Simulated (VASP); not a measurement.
Runs of VASP 6.6.1 on Mg. The structure is that of space group I4/mmm (No. 139), or close to it. The cells are those of the table. 

```tsv
level	potentials or basis	cell	k mesh	cutoff (eV)	smearing	gap on the mesh (eV)	pressure (GPa)
PBE	VASP PAW PBE potentials, release 64 (Mg)	a = 2.984 Å, angles 107.2, 107.2, 114.2°, 1 atom	10 × 10 × 10	600	gaussian 0.1 eV	none	5.4
PBE	VASP PAW PBE potentials, release 64 (Mg)	a = 3.092 Å, angles 107.2, 107.2, 114.2°, 1 atom	10 × 10 × 10	600	gaussian 0.1 eV	none	0.5
PBE	VASP PAW PBE potentials, release 64 (Mg)	a = 3.092 Å, angles 107.2, 107.2, 114.2°, 1 atom	6 × 6 × 6	520	gaussian 0.1 eV	none	0.5
LDA	VASP PAW LDA potentials, release 64 (Mg)	a = 3.092 Å, angles 107.2, 107.2, 114.2°, 1 atom	10 × 10 × 10	600	gaussian 0.1 eV	none	(b)
PBE	VASP PAW PBE potentials, release 64 (Mg)	a = 3.092 Å, angles 107.2, 107.2, 114.2°, 1 atom	4 × 4 × 4, shifted	520	gaussian 0.1 eV	none	0.4
PBE	VASP PAW PBE potentials, release 64 (Mg)	a = 3.092 Å, angles 107.2, 107.2, 114.2°, 1 atom	10 × 10 × 10	520	gaussian 0.1 eV	none	0.5
BLYP	VASP PAW PBE potentials, release 64 (Mg)	a = 3.092 Å, angles 107.2, 107.2, 114.2°, 1 atom	6 × 6 × 6	600	gaussian 0.1 eV	none	(a)
PBE	VASP PAW PBE potentials, release 64 (Mg)	a = 3.092 Å, angles 107.2, 107.2, 114.2°, 1 atom	10 × 10 × 10	600	tetrahedron	none	0.1
```

Alike in all rows: task single point; no spin polarisation.

Task: Estimate the missing entries.

Result: (a) 1.4; (b) -1.8.

Caveats: some runs use coarse meshes; the PAW data sets were made with another functional, which shifts forces and pressure a little (some runs); tetrahedron occupations give inexact forces and stress in metals (some runs).

A gap of «none» marks levels without a gap at the run's occupations.
